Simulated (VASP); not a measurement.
# GaCuSe2 (P-4m2) in VASP: a series of runs

GaCuSe2 is run at these levels: LDA, PBEsol, PBE; tasks: single point.

All numbers are computed with VASP 6.6.1; they aren't measurements. Logs are shortened: lines on timing, memory, paths and dates and some standing lists are left out, and cuts for length are marked.

## Step 1: The cell of the first run

The structure is tetragonal, space group P-4m2 (No. 115). The conventional cell has a = 3.885 Å, b = 3.885 Å, c = 5.514 Å, α = 90.00°, β = 90.00°, γ = 90.00°. Within 3.1 Å of Cu (site symmetry -4m2) lie 4 Se at 2.34 Å. Within 3.1 Å of Se (site symmetry 2mm) lie 2 Cu at 2.34 Å and 2 Ga at 2.42 Å. Ga (site symmetry -4m2) has 4 Se at 2.42 Å within 3.2 Å.

## Step 2: Single point, LDA

File INCAR:

```
PREC = Accurate
ENCUT = 520
EDIFF = 1E-6
ISMEAR = -1
SIGMA = 0.02
LREAL = False
LASPH = True
NELM = 60
ALGO = Normal
ISIF = 2
LWAVE = False
LCHARG = False
NBANDS = 26
```

File KPOINTS:

```
Automatic mesh
0
Gamma
  6 6 4
```

File POSCAR:

```
GaCuSe2
1.0
    3.8850578385      0.0000000000      0.0000000000
    0.0000000000      3.8850578385      0.0000000000
    0.0000000000      0.0000000000      5.5141809381
Cu Se Ga
1 2 1
Direct
    0.0000000000      0.0000000000      0.0000000000
    0.0000000000      0.5000000000      0.2377695813
    0.5000000000      0.0000000000      0.7622304187
    0.5000000000      0.5000000000      0.5000000000
```

Potentials or basis: VASP PAW LDA potentials, release 64 (Cu, Se, Ga_d).

On the command line:

```bash
$ cat potpaw_LDA.64/Cu/POTCAR potpaw_LDA.64/Se/POTCAR potpaw_LDA.64/Ga_d/POTCAR > POTCAR
$ mpirun -np 1 vasp_std > vasp.out
```

OUTCAR:

```text
PREC = Accurate
   ENCUT = 520
   EDIFF = 1E-6
   ISMEAR = -1
   LREAL = False
   LASPH = True
   NELM = 60
   ISIF = 2

 ion  position               nearest neighbor table
   1  0.000  0.000  0.000-   2 2.34   3 2.34   2 2.34   3 2.34
   2  0.000  0.500  0.238-   1 2.34   1 2.34   4 2.42   4 2.42
   3  0.500  0.000  0.762-   1 2.34   1 2.34   4 2.42   4 2.42
   4  0.500  0.500  0.500-   2 2.42   3 2.42   3 2.42   2 2.42

  LATTYP: Found a simple tetragonal cell.
 ALAT       =     3.8850578385
 C/A-ratio  =     1.4193304623

  Lattice vectors:

 A1 = (   3.8850578385,   0.0000000000,   0.0000000000)
 A2 = (   0.0000000000,   3.8850578385,   0.0000000000)
 A3 = (   0.0000000000,   0.0000000000,   5.5141809381)

Analysis of symmetry for initial positions (statically):
=====================================================================
 Subroutine PRICEL returns:
 Original cell was already a primitive cell.

 Routine SETGRP: Setting up the symmetry group for a
 simple tetragonal supercell.

 Subroutine GETGRP returns: Found  8 space group operations
 (whereof  8 operations were pure point group operations)
 out of a pool of 16 trial point group operations.

The static configuration has the point symmetry D_2d.

Analysis of symmetry for dynamics (positions and initial velocities):
=====================================================================
 Subroutine PRICEL returns:
 Original cell was already a primitive cell.

 Routine SETGRP: Setting up the symmetry group for a
 simple tetragonal supercell.

 Subroutine GETGRP returns: Found  8 space group operations
 (whereof  8 operations were pure point group operations)
 out of a pool of 16 trial point group operations.

The dynamic configuration has the point symmetry D_2d.

 Subroutine INISYM returns: Found  8 space group operations
 (whereof  8 operations are pure point group operations),
 and found     1 'primitive' translations

----------------------------------------------------------------------------------------

                                     Primitive cell

  volume of cell :      83.2293

  direct lattice vectors                    reciprocal lattice vectors
     3.885057838  0.000000000  0.000000000     0.257396425  0.000000000  0.000000000
     0.000000000  3.885057838  0.000000000     0.000000000  0.257396425  0.000000000
     0.000000000  0.000000000  5.514180938     0.000000000  0.000000000  0.181350596

  length of vectors
     3.885057838  3.885057838  5.514180938     0.257396425  0.257396425  0.181350596

  position of ions in fractional coordinates (direct lattice)
     0.000000000  0.000000000  0.000000000
     0.000000000  0.500000000  0.237769581
     0.500000000  0.000000000  0.762230419
     0.500000000  0.500000000  0.500000000

  ion indices of the primitive-cell ions
   primitive index   ion index
                 1           1
                 2           2
                 3           3
                 4           4

----------------------------------------------------------------------------------------

 KPOINTS: Automatic mesh

Automatic generation of k-mesh.
 Grid dimensions read from file:
 generate k-points for:    6    6    4

 Generating k-lattice:

  Cartesian coordinates                     Fractional coordinates (reciprocal lattice)
     0.042899404  0.000000000  0.000000000     0.166666667  0.000000000  0.000000000
     0.000000000  0.042899404  0.000000000     0.000000000  0.166666667  0.000000000
     0.000000000  0.000000000  0.045337649     0.000000000  0.000000000  0.250000000

  Length of vectors
     0.042899404  0.042899404  0.045337649

  Shift w.r.t. Gamma in fractional coordinates (k-lattice)
     0.000000000  0.000000000  0.000000000

 Subroutine IBZKPT returns following result:
 ===========================================

 Found     30 irreducible k-points:

 Following reciprocal coordinates:
            Coordinates               Weight
  0.000000  0.000000  0.000000      1.000000
  0.166667  0.000000  0.000000      4.000000
  0.333333  0.000000  0.000000      4.000000
  0.500000  0.000000  0.000000      2.000000
  0.166667  0.166667  0.000000      4.000000
  0.333333  0.166667  0.000000      8.000000
[... 16 lines left out ...]
  0.333333  0.000000  0.500000      4.000000
  0.500000  0.000000  0.500000      2.000000
 [... further k-points ...]
   k-points           NKPTS =     30   k-points in BZ     NKDIM =     30   number of bands    NBANDS=     26
   number of dos      NEDOS =    301   number of ions     NIONS =      4
   total plane-waves  NPLWV =  37800
   dimension x,y,z NGX =    30 NGY =   30 NGZ =   42
   dimension x,y,z NGXF=    60 NGYF=   60 NGZF=   84
   ions per type =               1   2   1
   NGX,Y,Z   is equivalent  to a cutoff of  12.84, 12.84, 12.66 a.u.
   NGXF,Y,Z  is equivalent  to a cutoff of  25.67, 25.67, 25.32 a.u.
 SYSTEM =  unknown system
   PREC   = accura    normal or accurate (medium, high low for compatibility)
   ISTART =      0    job   : 0-new  1-cont  2-samecut
   ICHARG =      2    charge: 1-file 2-atom 10-const
   ISPIN  =      1    spin polarized calculation?
   LNONCOLLINEAR =      F non collinear calculations
   LSORBIT =      F    spin-orbit coupling
   LASPH  =      T    aspherical Exc in radial PAW
   ENCUT  =  520.0 eV  38.22 Ry    6.18 a.u.   7.22  7.22 10.25*2*pi/ulx,y,z
   NELM   =     60;   NELMIN=  2; NELMDL= -5     # of ELM steps
   EDIFF  = 0.1E-05   stopping-criterion for ELM
   LREAL  =      F    real-space projection
   EDIFFG = 0.1E-04   stopping-criterion for IOM
   NSW    =      0    number of steps for IOM
   IBRION =     -1    ionic relax: 0-MD 1-quasi-New 2-CG
   NFREE  =      0    steps in history (QN), initial steepest desc. (CG)
   ISIF   =      2    stress and relaxation
   ISYM   =      2    0-nonsym 1-usesym 2-fastsym
   POTIM  = 0.5000    time-step for ionic-motion
   TEBEG  =    0.0;   TEEND  =   0.0 temperature during run
   PSTRESS=    0.0 pullay stress
   NELECT =      36.0000    total number of electrons
   NUPDOWN=      -1.0000    fix difference up-down
   EMIN   =  10.00;   EMAX   =-10.00  energy-range for DOS
   EFERMI =   0.00;   METHOD = LEGACY
   ISMEAR =    -1;   SIGMA  =   0.02  broadening in eV -4-tet -1-fermi 0-gaus
   EFERMI_NEDOS =   21; number of points for ismear=-14 and -15
   IALGO  =     38    algorithm
   IMIX   =      4    mixing-type and parameters
     AMIX     =   0.40;   BMIX     =  1.00
     AMIX_MAG =   1.60;   BMIX_MAG =  1.00
  volume/ion in A,a.u.               =      20.81       140.41
  Fermi-wavevector in a.u.,A,eV,Ry     =   1.238085  2.339641 20.855739  1.532854
  Thomas-Fermi vector in A             =   2.372625
   LORBIT       =      0    0 simple, 1 ext, 2 COOP (PROOUT), +10 PAW based schemes
   GGA     = CA    functional components
   LHFCALC =     F    Hartree Fock is set to
   AEXX    =    0.0000 exact exchange contribution
   IVDW    =     0    specifies the selected vdW correction
   LEPSILON=     F    determine dielectric tensor
   LRPA    =     F    only Hartree local field effects (RPA)
 non-spin polarized calculation
  energy-cutoff  :      520.00
  volume of cell :       83.23
 maximum number of plane-waves:      2256
 NGX is ok and might be reduce to    30
   NGX = 15   NGY = 15   NGZ = 21

 number of electron      35.9999995 magnetization

 Free energy of the ion-electron system (eV)
  ---------------------------------------------------
  ext. energy  EPLUGINS =         0.00000000
  ---------------------------------------------------
  free energy    TOTEN  =       -18.42913092 eV

  energy without entropy =      -18.42865483  energy(sigma->0) =      -18.42889288

 E-fermi :   4.4553     XC(G=0): -10.1995

 val. band max:        4.4528183601   @ k =   0.0000   0.0000   0.0000
 cond. band min:       4.7071187692   @ k =   0.5000   0.0000   0.5000
 fundamental gap:      0.2543004091
 Fermi energy:         4.4553102976

 k-point     1 :       0.0000    0.0000    0.0000
  band No.  band energies     occupation
      1     -11.3439      2.00000
      2     -11.1914      2.00000
      3     -11.1914      2.00000
      4     -11.1484      2.00000
      5     -11.0975      2.00000
      6     -10.4661      2.00000
[... 18 lines left out ...]
     25      13.0608      0.00000
     26      14.7055      0.00000

 k-point     2 :       0.1667    0.0000    0.0000
  band No.  band energies     occupation
      1     -11.3431      2.00000
      2     -11.2275      2.00000
      3     -11.1908      2.00000
      4     -11.1458      2.00000
      5     -11.1005      2.00000
      6     -10.2709      2.00000
[... 18 lines left out ...]
     25      13.2663      0.00000
     26      13.6359      0.00000

 k-point     3 :       0.3333    0.0000    0.0000
  band No.  band energies     occupation
      1     -11.3538      2.00000
      2     -11.2631      2.00000
      3     -11.1896      2.00000
      4     -11.1405      2.00000
      5     -11.1063      2.00000
      6      -9.8016      2.00000
[... 18 lines left out ...]
     25      12.2474      0.00000
     26      12.6003      0.00000

 k-point     4 :       0.5000    0.0000    0.0000
  band No.  band energies     occupation
      1     -11.3655      2.00000
      2     -11.2684      2.00000
      3     -11.1889      2.00000
      4     -11.1376      2.00000
      5     -11.1092      2.00000
      6      -9.3910      2.00000
[... 18 lines left out ...]
     25      11.1605      0.00000
     26      12.0309      0.00000
[... 496 lines left out ...]
      1     -11.3691      2.00000
      2     -11.2198      2.00000
      3     -11.1913      2.00000
      4     -11.1427      2.00000
      5     -11.1004      2.00000
      6      -9.8088      2.00000
[... 18 lines left out ...]
     25      10.6340      0.00000
     26      11.9923      0.00000

 k-point    23 :       0.3333    0.0000    0.5000
  band No.  band energies     occupation
      1     -11.3685      2.00000
      2     -11.2581      2.00000
      3     -11.1900      2.00000
      4     -11.1375      2.00000
      5     -11.1063      2.00000
      6      -9.5067      2.00000
[... 18 lines left out ...]
     25      11.4360      0.00000
     26      12.0539      0.00000

 k-point    24 :       0.5000    0.0000    0.5000
  band No.  band energies     occupation
      1     -11.3731      2.00000
      2     -11.2688      2.00000
      3     -11.1894      2.00000
      4     -11.1349      2.00000
      5     -11.1092      2.00000
      6      -9.3497      2.00000
[... 18 lines left out ...]
     25      12.2903      0.00000
     26      12.2958      0.00000

 [... further k-points ...]
[... 5 lines left out ...]
  --------------------------------------------------------------------------------------
  -------------------------------------------------------------------------------------
  Total        0.1898091      0.1898091      0.1912138      0.0000000      0.0000000      0.0000000
  in kB        3.6538568      3.6538568      3.6808987      0.0000000      0.0000000      0.0000000
  external PRESSURE =       3.6628708 kB  Pullay stress =       0.0000000 kB

 VOLUME and BASIS-vectors are now :
 -----------------------------------------------------------------------------
  energy-cutoff  :      520.00
  volume of cell :       83.23
      direct lattice vectors                 reciprocal lattice vectors
     3.885057838  0.000000000  0.000000000     0.257396425  0.000000000  0.000000000
     0.000000000  3.885057838  0.000000000     0.000000000  0.257396425  0.000000000
     0.000000000  0.000000000  5.514180938     0.000000000  0.000000000  0.181350596

 POSITION                                       TOTAL-FORCE (eV/Angst)
 -----------------------------------------------------------------------------------
      0.00000      0.00000      0.00000         0.000000      0.000000      0.000000
      0.00000      1.94253      1.31110        -0.000000      0.000000      0.012882
      1.94253      0.00000      4.20308        -0.000000      0.000000     -0.012882
      1.94253      1.94253      2.75709         0.000000     -0.000000      0.000000
 -----------------------------------------------------------------------------------
    total drift:                                0.000000      0.000000      0.000000

  FREE ENERGIE OF THE ION-ELECTRON SYSTEM (eV)
  ---------------------------------------------------
  free  energy   TOTEN  =       -18.4291309214 eV

  energy  without entropy=      -18.4286548344  energy(sigma->0) =      -18.42889288
```

It took 44 s on 1 thread of Oxide Virtual Turin-like, shared host; peak memory 0.17 GiB.

Results:

* Free energy: -18.4291 eV
* Pressure: 0.4 GPa
* Largest force: 0.013 eV/Å
* Band gap on the k mesh: zero (filled and empty bands touch)

Forces in eV/Å, atoms in the order of the input:
```
Cu   0.000  0.000  0.000
Se   0.000  0.000  0.013
Se   0.000  0.000 -0.013
Ga   0.000  0.000  0.000
```

Levels at points of the mesh, in eV from the Fermi level:
| k point | band 16 | band 17 | band 18 | band 19 | band 20 | band 21 |
| --- | --- | --- | --- | --- | --- | --- |
| (0.00, 0.00, 0.00) | -0.18 | -0.08 | 0.00 | 0.00 | 1.53 | 2.86 |
| (0.50, 0.00, 0.00) | -1.86 | -1.81 | -0.59 | 1.74 | 4.40 | 4.65 |
| (0.50, 0.50, 0.00) | -2.20 | -2.20 | -1.71 | 1.39 | 1.66 | 1.66 |
| (0.00, 0.00, 0.50) | -1.91 | -0.86 | -0.86 | 1.74 | 1.78 | 3.71 |
| (0.50, 0.00, 0.50) | -1.60 | -0.68 | -0.46 | 0.25 | 2.55 | 4.38 |
| (0.50, 0.50, 0.50) | -2.33 | -2.13 | -2.05 | 3.05 | 4.08 | 4.08 |

With open d or f shells a metallic result of LDA can be an artefact of self-interaction; +U or a hybrid may open a gap.

## Step 3: Single point, PBEsol

This run uses another cell than the first one, of 21.49 Å³/atom, 1.033 times its volume.

File INCAR:

```
ALGO = Normal
EDIFF = 1E-6
ENCUT = 520
GGA = PS
ISIF = 2
ISMEAR = -1
LASPH = T
LCHARG = F
LREAL = F
LWAVE = F
NBANDS = 26
NELM = 60
PREC = Accurate
SIGMA = 0.02
```

File KPOINTS:

```
k-points
0
Gamma
  6 6 4
```

File POSCAR:

```
GaCuSe2
1.0
    3.9247124454      0.0000000000      0.0000000000
    0.0000000000      3.9247124454      0.0000000000
    0.0000000000      0.0000000000      5.5800304323
Cu Se Ga
1 2 1
Direct
    0.0000000000      0.0000000000      0.0000000000
    0.0000000000      0.5000000000      0.2385946103
    0.5000000000      0.0000000000      0.7614053897
    0.5000000000      0.5000000000      0.5000000000
```

Potentials or basis: VASP PAW PBE potentials, release 64 (Cu, Se, Ga_d).

On the command line:

```bash
$ cat potpaw_PBE.64/Cu/POTCAR potpaw_PBE.64/Se/POTCAR potpaw_PBE.64/Ga_d/POTCAR > POTCAR
$ mpirun -np 1 vasp_std > vasp.out
```

It took 63 s on 1 thread of Oxide Virtual Turin-like, shared host; peak memory 0.19 GiB.

It converged, with:

| Quantity | Value |
| --- | --- |
| Free energy | -17.1580 eV |
| Pressure | 0.2 GPa |
| Largest force | 0.019 eV/Å |
| Band gap on the k mesh | zero (filled and empty bands touch) |

Forces on the atoms (eV/Å):
```
Cu   0.000  0.000  0.000
Se   0.000  0.000  0.019
Se   0.000  0.000 -0.019
Ga   0.000  0.000  0.000
```

Levels at points of the mesh, in eV from the Fermi level:
```
           k point  band 16  band 17  band 18  band 19  band 20  band 21
(0.00, 0.00, 0.00)    -0.19    -0.13     0.00     0.00     1.58     2.86
(0.50, 0.00, 0.00)    -1.72    -1.72    -0.53     1.68     4.37     4.62
(0.50, 0.50, 0.00)    -2.03    -2.03    -1.59     1.41     1.70     1.70
(0.00, 0.00, 0.50)    -1.79    -0.79    -0.79     1.72     1.77     3.71
(0.50, 0.00, 0.50)    -1.50    -0.65    -0.42     0.23     2.51     4.37
(0.50, 0.50, 0.50)    -2.13    -1.96    -1.89     2.94     4.04     4.04
```

Caveat: the PAW data sets were made with another functional, which shifts forces and pressure a little.

## Step 4: Single point, PBE

This run uses another cell than the first one, of 21.79 Å³/atom, 1.047 times its volume.

File INCAR:

```
ALGO     = Normal         # electronic algorithm
EDIFF    = 1E-6           # SCF threshold, eV
ENCUT    = 520            # plane-wave cutoff, eV
GGA      = PE             # functional
ISIF     = 2              # what is computed and relaxed
ISMEAR   = -1             # smearing method
LASPH    = T              # aspherical terms in the spheres
LCHARG   = T              # write CHGCAR
LELF     = T              # ELF
LREAL    = F              # projectors in reciprocal space
LVHAR    = T            
LWAVE    = F              # write WAVECAR
NBANDS   = 26             # bands
NELM     = 60             # most SCF steps
PREC     = Accurate       # precision mode
SIGMA    = 0.02           # smearing width, eV
```

KPOINTS is that of step 3.

File POSCAR:

```
GaCuSe2
1.0
    3.9307077111      0.0000000000      0.0000000000
    0.0000000000      3.9307077111      0.0000000000
    0.0000000000      0.0000000000      5.6421421677
Cu Se Ga
1 2 1
Direct
    0.0000000000      0.0000000000      0.0000000000
    0.0000000000      0.5000000000      0.2427764291
    0.5000000000      0.0000000000      0.7572235709
    0.5000000000      0.5000000000      0.5000000000
```

On the command line:

```bash
$ cat potpaw_PBE.64/Cu/POTCAR potpaw_PBE.64/Se/POTCAR potpaw_PBE.64/Ga_d/POTCAR > POTCAR
$ mpirun -np 1 vasp_std > vasp.out
```

Wall time 57 s (1 thread of Oxide Virtual Turin-like, shared host); peak memory 0.2 GiB.

It converged, with:

* Free energy: -15.4856 eV
* Pressure: 2.8 GPa
* Largest force: 0.155 eV/Å
* Band gap on the k mesh: zero (filled and empty bands touch)

Forces on the atoms (eV/Å):
```
Cu   0.000  0.000  0.000
Se   0.000  0.000 -0.155
Se   0.000  0.000  0.155
Ga   0.000  0.000  0.000
```

Levels at points of the mesh, in eV from the Fermi level:
| k point | band 16 | band 17 | band 18 | band 19 | band 20 | band 21 |
| --- | --- | --- | --- | --- | --- | --- |
| (0.00, 0.00, 0.00) | -0.26 | -0.09 | 0.00 | 0.00 | 1.70 | 2.96 |
| (0.50, 0.00, 0.00) | -1.66 | -1.65 | -0.48 | 1.68 | 4.53 | 4.73 |
| (0.50, 0.50, 0.00) | -1.87 | -1.87 | -1.53 | 1.54 | 1.83 | 1.83 |
| (0.00, 0.00, 0.50) | -1.72 | -0.74 | -0.74 | 1.70 | 1.86 | 3.84 |
| (0.50, 0.00, 0.50) | -1.41 | -0.67 | -0.37 | 0.30 | 2.55 | 4.44 |
| (0.50, 0.50, 0.50) | -1.97 | -1.85 | -1.79 | 2.93 | 4.10 | 4.10 |

With open d or f shells a metallic result of PBE can be an artefact of self-interaction; +U or a hybrid may open a gap.

(Continued in part 2 of 2.)
